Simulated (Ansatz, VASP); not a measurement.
**AlNi: VASP beside Ansatz**

File INCAR:

```
PREC     = Accurate       # precision mode
ENCUT    = 520            # plane-wave cutoff, eV
EDIFF    = 1E-7           # SCF threshold, eV
ISMEAR   = 0              # smearing method
SIGMA    = 0.15           # smearing width, eV
LREAL    = False          # projectors in reciprocal space
LASPH    = True           # aspherical terms in the spheres
NELM     = 100            # most SCF steps
ALGO     = Fast           # electronic algorithm
ISIF     = 2              # what is computed and relaxed
LWAVE    = False          # write WAVECAR
LCHARG   = True           # write CHGCAR
GGA      = PS             # functional
LELF     = True           # ELF
LVHAR    = True         
NBANDS   = 14             # bands
```

The input KPOINTS:

```
regular mesh
0
Gamma
  16 16 16
```

POSCAR

```
AlNi
1.0
    1.9538327071     -1.9537807868      0.0000000000
    1.9538327071      1.9537807868      0.0000000000
    0.0000000000      0.0000000000      2.7159000000
Al Ni
1 1
Direct
    0.0000000000      0.0000000000      0.0000000000
    0.5000000000      0.5000000000      0.5000000000
```

Input for Ansatz:

```yaml
crystal:
  lattice:
    - [1.9538327071, -1.9537807868, 0.0]
    - [1.9538327071, 1.9537807868, 0.0]
    - [0.0, 0.0, 2.7159]
  atoms:
    - { symbol: Al, position: [0.0, 0.0, 0.0] }
    - { symbol: Ni, position: [0.5, 0.5, 0.5] }
basis:
  ecutwfc: 520.0
kpoints:
  mp_grid: { grid: [16, 16, 16] }
hamiltonian:
  xc: pbesol
  pseudopotentials: { kind: paw, azcp: { folder: soft_1 } }
scf:
  occupations: { method: gaussian, width: 0.15 }
output:
  forces: true
  stress: true
  eigenvalues: true
```

Alike in both runs: task single point; functional PBEsol; k mesh 16 × 16 × 16; occupations gaussian, width 0.15 eV; no spin polarisation.

|  | VASP | Ansatz |
| --- | --- | --- |
| version | VASP 6.6.1 | Ansatz 0.2.0 |
| potentials or method | VASP PAW PBE potentials, release 64 (Al, Ni), cutoff 520 eV | scalar-relativistic, plane waves, PAW |
| valence electrons in the cell | 13 | 21 |

VASP gave:

```
gap on the k mesh at the Fermi level (eV)                     : none
pressure (GPa)                                                : 27.9
traceless stress, the component that is largest in VASP (GPa) : 1.68
```

What did Ansatz give for the same quantities?

gap on the k mesh at the Fermi level (eV): none; pressure (GPa): 27.7; traceless stress, the component that is largest in VASP (GPa): 1.64.

VASP's potentials were made for PBE, not for PBEsol, and Ansatz warns of the same on its side. A gap of «none» marks a metal or a gap that the smearing closes. The functional is the same, so the differences come from potentials, cutoffs and numerics. VASP's potentials hold 13 valence electrons a cell and Ansatz's 21, so a difference there can come from the potentials and not from the codes. Ansatz's warnings: near symmetry operations not taken.
